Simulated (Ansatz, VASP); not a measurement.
Two plane-wave programs on SnO2

POSCAR

```
SnO2
1.0
    4.7598181028      0.0000000000      0.0000000000
    0.0000000000      4.7600576175      0.0000000000
    0.0000000000      0.0000000000      3.2007107555
Sn O
2 4
Direct
    0.4257347483      0.5742885293      0.5000000000
   -0.0742652517      0.0742885293      0.0000000000
    0.3058623572      0.3059582262      0.0000000000
    0.8058623572      0.1940417738      0.5000000000
    0.1941376428      0.8059582262      0.5000000000
    0.6941376428      0.6940417738      0.0000000000
```

Contents of INCAR.step1:

```
ALGO     = Normal         # electronic algorithm
EDIFF    = 1E-4           # SCF threshold, eV
ENCUT    = 520            # plane-wave cutoff, eV
GGA      = PE             # functional
ISMEAR   = 0              # smearing method
LASPH    = True           # aspherical terms in the spheres
LCHARG   = False          # write CHGCAR
LREAL    = False          # projectors in reciprocal space
LWAVE    = True           # write WAVECAR
NBANDS   = 35             # bands
NELM     = 100            # most SCF steps
PREC     = Accurate       # precision mode
SIGMA    = 0.05           # smearing width, eV
```

The input INCAR.step2:

```
ALGO     = Normal         # electronic algorithm
EDIFF    = 1E-6           # SCF threshold, eV
ENCUT    = 520            # plane-wave cutoff, eV
ISIF     = 2              # what is computed and relaxed
ISMEAR   = 0              # smearing method
ISTART   = 1            
LASPH    = True           # aspherical terms in the spheres
LCHARG   = True           # write CHGCAR
LELF     = True           # ELF
LMIXTAU  = True         
LREAL    = False          # projectors in reciprocal space
LVHAR    = True         
LWAVE    = False          # write WAVECAR
METAGGA  = R2SCAN         # meta-GGA
NBANDS   = 35             # bands
NELM     = 100            # most SCF steps
PREC     = Accurate       # precision mode
SIGMA    = 0.05           # smearing width, eV
```

File KPOINTS:

```
k-points
0
Gamma
  6 6 8
```

Input for Ansatz:

```yaml
crystal:
  lattice:
    - [4.7598181028, 0.0, 0.0]
    - [0.0, 4.7600576175, 0.0]
    - [0.0, 0.0, 3.2007107555]
  atoms:
    - { symbol: Sn, position: [0.4257347483, 0.5742885293, 0.5] }
    - { symbol: Sn, position: [-0.0742652517, 0.0742885293, 0.0] }
    - { symbol: O, position: [0.3058623572, 0.3059582262, 0.0] }
    - { symbol: O, position: [0.8058623572, 0.1940417738, 0.5] }
    - { symbol: O, position: [0.1941376428, 0.8059582262, 0.5] }
    - { symbol: O, position: [0.6941376428, 0.6940417738, 0.0] }
basis:
  ecutwfc: 500
kpoints:
  mp_grid: { grid: [6, 6, 8] }
hamiltonian:
  xc: r2scan
scf:
  occupations: { method: gaussian, width: 0.05 }
output:
  forces: true
  stress: true
  eigenvalues: true
```

Change from the starting cell: all Sn atoms moved -0.500 Å, as atom 1 towards its neighbour atom 4 (O) at 2.059 Å.

Alike in both runs: task single point; functional r2SCAN; k mesh 6 × 6 × 8; occupations gaussian, width 0.05 eV; no spin polarisation.

```csv
,VASP,Ansatz
version,VASP 6.6.1,Ansatz 0.2.0
potentials or method,"VASP PAW PBE potentials, release 64 (Sn_d, O), cutoff 520 eV","scalar-relativistic, plane waves, PAW"
valence electrons in the cell,52,52
```

```csv
,VASP,Ansatz,Ansatz less VASP
gap on the k mesh at the Fermi level (eV),2.08,2.10,+0.021
least direct gap on the mesh (eV),2.08,2.10,+0.021
rms of the force components (eV/Å),7.688,8.375,+0.6871
```

VASP's potentials were made for PBE, not for r2SCAN. Atom by atom the forces differ by 0.721 eV/Å (rms over components).
